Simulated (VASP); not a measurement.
Tc12H (a cell with a defect), 13 atoms in the cell. The cell holds a defect, 13 atoms: a = 5.480 Å, b = 8.220 Å, c = 4.395 Å, α = 90.00°, β = 90.00°, γ = 120.00°. 

| Property | Result |
| --- | --- |
| Program | VASP 6.6.1 |
| Task | single point |
| Functional | PBE |
| Dispersion | D3(BJ) |
| Potentials or basis | VASP PAW PBE potentials, release 64 (Tc_pv, H) |
| Cutoff | 520 eV |
| k mesh | 4 × 3 × 4 |
| Occupations | fermi-dirac, width 0.15 eV |
| Spin | no spin polarisation |
| Dipole correction | no |
| Further INCAR settings | ALGO = Normal; EDIFF = 1e-06; NBANDS = 90 |

Potentials or basis: VASP PAW PBE potentials, release 64 (Tc_pv, H).

Run with:

```console
$ cat potpaw_PBE.64/Tc_pv/POTCAR potpaw_PBE.64/H/POTCAR > POTCAR
$ mpirun -np 1 vasp_std > vasp.out
```

Hardware: 1 thread of Intel Xeon 8259CL (shared host).

Q: Estimate the wall time of this run.

A: It took 15 min on 1 thread of Intel Xeon 8259CL, with other jobs on the host, peak memory 0.46 GiB. Counts: scf iterations 20, k points 26.
